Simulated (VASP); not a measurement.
Here is a VASP 6.6.1 calculation.

Contents of INCAR:

```
SYSTEM = TiSi3O8
PREC = Accurate ; ENCUT = 520
EDIFF = 1E-7 ; ISMEAR = -1
SIGMA = 0.02 ; LREAL = .FALSE.
LASPH = .TRUE. ; NELM = 100
ALGO = Normal ; ISIF = 2
LWAVE = .FALSE. ; LCHARG = .FALSE.
GGA = PE ; NBANDS = 48
```

KPOINTS

```
regular mesh
0
G
  6 6 6
  0 0 0
```

Contents of POSCAR:

```
TiSi3O8
1.0
    3.0057089983     -3.0576623161      0.0000000000
    3.0057089983      3.0576623161      0.0000000000
    0.0000000000      0.0000000000      5.5039123261
Si O Ti
3 8 1
Direct
    0.5000000000      0.5000000000      0.2440767519
    0.0000000000      0.0000000000      0.0000000000
    0.5000000000      0.5000000000      0.7559232481
    0.2009396499      0.2009396499      0.2320322478
    0.7990603501      0.7990603501      0.2320322478
    0.6945066164      0.3054933836      0.0000000000
    0.3054933836      0.6945066164      0.0000000000
    0.2009396499      0.2009396499      0.7679677522
    0.7990603501      0.7990603501      0.7679677522
    0.6815453683      0.3184546317      0.5000000000
    0.3184546317      0.6815453683      0.5000000000
    0.0000000000      0.0000000000      0.5000000000
```

Potentials or basis: VASP PAW PBE potentials, release 64 (Si, O, Ti_sv).

The run is started by

```console
$ cat potpaw_PBE.64/Si/POTCAR potpaw_PBE.64/O/POTCAR potpaw_PBE.64/Ti_sv/POTCAR > POTCAR
$ mpirun -np 1 vasp_std > vasp.out
```

(1) Predict the largest force.

(2) What does it give for the band gap on the k mesh?

(3) Estimate the pressure.

Answers

(1) 0.136 eV/Å.

(2) 1.76 eV, direct.

(3) 8.6 GPa.
